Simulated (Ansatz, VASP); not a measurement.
**Two plane-wave programs on MgO**

```
CELL_PARAMETERS angstrom
0.00000 2.10217 2.10217
2.10217 0.00000 2.10217
2.10217 2.10217 0.00000
ATOMIC_POSITIONS crystal
Mg 0.00000 0.00000 0.00000
O 0.50000 0.50000 0.50000
```

Alike in both runs: task single point; functional PBE-based screened hybrid with a share of 0.75 of exact exchange and HFSCREEN = 0.1; k mesh 6 × 6 × 6; no spin polarisation.

|  | VASP | Ansatz |
| --- | --- | --- |
| version | VASP 6.6.1 | Ansatz 0.2.0 |
| potentials or method | VASP PAW PBE potentials, release 64 (Mg, O) | plane waves |
| plane-wave cutoff (eV) | 520 | 420 |
| occupations | gaussian, width 0.01 eV | fixed |
| valence electrons in the cell | 8 | 16 |

VASP gave:

```
gap on the k mesh at the Fermi level (eV) : 11.27
pressure (GPa)                            : -11.3
```

**Question.** Estimate Ansatz's values.

**Answer.** gap on the k mesh at the Fermi level (eV): 11.38; pressure (GPa): -11.6.

VASP's potentials were made for PBE, not for PBE-based screened hybrid. VASP's potentials hold 8 valence electrons a cell and Ansatz's 16, so a difference there can come from the potentials and not from the codes. Ansatz's warnings: stress exchange threshold loose, stress scf threshold loose.

The k mesh is coarse, so the values compare programs but aren't converged.
